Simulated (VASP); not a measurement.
Write the native input for VASP 6.6.1 that does the following.

* Task: single point
* Functional: PBEsol
* Potentials or basis: VASP PAW PBE potentials, release 64 (K_sv, Mg, F)
* Cutoff: 600 eV
* k mesh: 6 × 6 × 6
* Occupations: gaussian, width 0.02 eV
* Spin: no spin polarisation
* Dipole correction: no
* Further INCAR settings: ALGO = Normal; EDIFF = 1e-06; NBANDS = 24

The structure of KMgF3 lies in POSCAR:

```
KMgF3
1.0
    4.1109913916      0.0000000000      0.0000000000
    0.0000000000      3.9662675383      0.0000000000
    0.0000000000      0.0000000000      3.9662675383
K Mg F
1 1 3
Direct
    0.5000000000      0.5000000000      0.5000000000
    0.0000000000      0.0000000000      0.0000000000
    0.0000000000      0.5000000000      0.0000000000
    0.0000000000      0.0000000000      0.5000000000
    0.5000000000      0.0000000000      0.0000000000
```

These files were run (other wordings do the same):

INCAR

```
SYSTEM = KMgF3
  PREC = Accurate
  ENCUT = 600
  EDIFF = 1E-6
  ISMEAR = 0
  SIGMA = 0.02
  LREAL = .False.
  LASPH = .True.
  NELM = 120
  ALGO = Normal
  ISIF = 2
  LWAVE = .False.
  LCHARG = .False.
  GGA = PS
  NBANDS = 24
  GGA_COMPAT = .False.
```

KPOINTS

```
Automatic mesh
0
Gamma
  6 6 6
  0 0 0
```

Potentials or basis: VASP PAW PBE potentials, release 64 (K_sv, Mg, F).

Command:

```console
$ cat potpaw_PBE.64/K_sv/POTCAR potpaw_PBE.64/Mg/POTCAR potpaw_PBE.64/F/POTCAR > POTCAR
$ mpirun -np 1 vasp_std > vasp.out
```

It gave:

| Quantity | Value |
| --- | --- |
| Pressure | -1.5 GPa |
| Band gap on the k mesh | 6.95 eV, indirect (least direct gap 7.29 eV) |

Caveat: the PAW data sets were made with another functional, which shifts forces and pressure a little.

Wall time 35 s on 1 thread of Intel(R) Xeon(R) Platinum 8488C (Sapphire Rapids), with other jobs on the host, peak memory 0.22 GiB.
